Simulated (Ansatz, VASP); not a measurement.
**AlB3P4: VASP beside Ansatz**

```xyz
8
Lattice="3.3471 0.0000 0.0000 0.0000 6.8141 0.0000 0.0000 0.0000 4.8381" Properties=species:S:1:pos:R:3 pbc="T T T"
Al    1.6735    0.0000    2.4229
B     0.0000    4.9851    0.0036
B     1.6735    3.4071    2.4492
B     0.0000    1.8290    0.0036
P     1.6735    4.9087    3.7233
P     0.0000    3.4071    1.2976
P     1.6735    1.9055    3.7233
P     0.0000    0.0000    0.8907
```

Alike in both runs: functional PBE; k mesh 10 × 6 × 8; occupations gaussian, width 0.02 eV; no spin polarisation.

Ansatz relaxed the structure, and its values are those at the end. VASP's run is a single point on that final structure, the one shown.

|  | VASP | Ansatz |
| --- | --- | --- |
| version | VASP 6.6.1 | Ansatz 0.2.0 |
| potentials or method | VASP PAW PBE potentials, release 64 (Al, B, P), cutoff 520 eV | scalar-relativistic, plane waves, PAW |
| valence electrons in the cell | 32 | 32 |

VASP gave:

| Item | Value |
| --- | --- |
| gap on the k mesh at the Fermi level (eV) | 0.41 |
| least direct gap on the mesh (eV) | 0.42 |
| pressure (GPa) | -0.2 |

Question: Estimate Ansatz's values.

Answer: gap on the k mesh at the Fermi level (eV): 0.41; least direct gap on the mesh (eV): 0.42; pressure (GPa): 0.0.
